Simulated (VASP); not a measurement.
A run of VASP 6.6.1 is set up as follows.

File INCAR:

```
ALGO = Normal ; EDIFF = 1E-6
ENCUT = 700 ; GGA = PS
GGA_COMPAT = F ; ISIF = 2
ISMEAR = -1 ; LASPH = T
LCHARG = F ; LREAL = F
LWAVE = F ; NBANDS = 40
NELM = 120 ; PREC = Accurate
SIGMA = 0.05
```

The input KPOINTS:

```
k-points
0
Gamma
  8 8 5
```

Contents of POSCAR:

```
CuO2
1.0
    1.4126150000     -5.2107470000      0.0000000000
    1.4126150000      5.2107470000      0.0000000000
    0.0000000000      0.0000000000      4.3434240000
Cu O
2 4
Direct
    0.1672530000      0.8327470000      0.7500000000
    0.8327470000      0.1672530000      0.2500000000
    0.7889700000      0.2110300000      0.7500000000
    0.2110300000      0.7889700000      0.2500000000
    0.5514860000      0.4485140000      0.7500000000
    0.4485140000      0.5514860000      0.2500000000
```

Potentials or basis: VASP PAW PBE potentials, release 64 (Cu_sv_GW, O).

Launch:

```sh
$ cat potpaw_PBE.64/Cu_sv_GW/POTCAR potpaw_PBE.64/O/POTCAR > POTCAR
$ mpirun -np 1 vasp_std > vasp.out
```

Q: Predict the largest force.

A: 0.524 eV/Å.

Q: Estimate the pressure.

A: -10.3 GPa.

Q: Estimate the band gap on the k mesh.

A: Zero (bands 31 and 32 overlap by 0.26 eV).

Forces in eV/Å, atoms in the order of the input:
```
Cu   0.000  0.000  0.000
Cu   0.000  0.000  0.000
O    0.000  0.524  0.000
O    0.000 -0.524  0.000
O    0.000 -0.328  0.000
O    0.000  0.328  0.000
```

Caveat: the cell stands under tension; the PAW data sets were made with another functional, which shifts forces and pressure a little; semilocal functionals often make such compounds metallic where correlation or magnetic order opens a gap, which also shifts bond lengths. With open d or f shells a metallic result of PBEsol can be an artefact of self-interaction; +U or a hybrid may open a gap.
